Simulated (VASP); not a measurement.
MnS:

```
Mn S
1.0
     0.00000    2.80000    2.80000
     2.80000    0.00000    2.80000
     2.80000    2.80000    0.00000
Mn S
1 1
Direct
  0.00000 0.00000 0.00000
  0.75000 0.75000 0.75000
```

Base run:

- Program: VASP 6.6.1
- Functional: LDA
- Potentials or basis: VASP PAW LDA potentials, release 64 (Mn_pv, S)
- Cutoff: 520 eV
- k mesh: 10 × 10 × 10
- Occupations: gaussian, width 0.05 eV
- Spin: collinear spin, ferromagnetic start
- Starting moments: [5.0, 0.0] μB

Its results: pressure -6.7 GPa.

Q: The run is repeated on the same cell with these changes: spin from collinear spin, ferromagnetic start to no spin polarisation; further incar settings from ALGO = Normal; EDIFF = 1e-06; NBANDS = 20 to ALGO = Normal; EDIFF = 1e-06; NBANDS = 16. What comes out?

A: Pressure -26.3 GPa.

Caveats: the cell stands under tension; a cell with one magnetic atom can't hold antiferromagnetic order, which such compounds often take (at least some runs); an odd number of electrons without spin polarisation forces a metal (at least some runs); a magnetic or distorted state may lie lower (at least some runs).
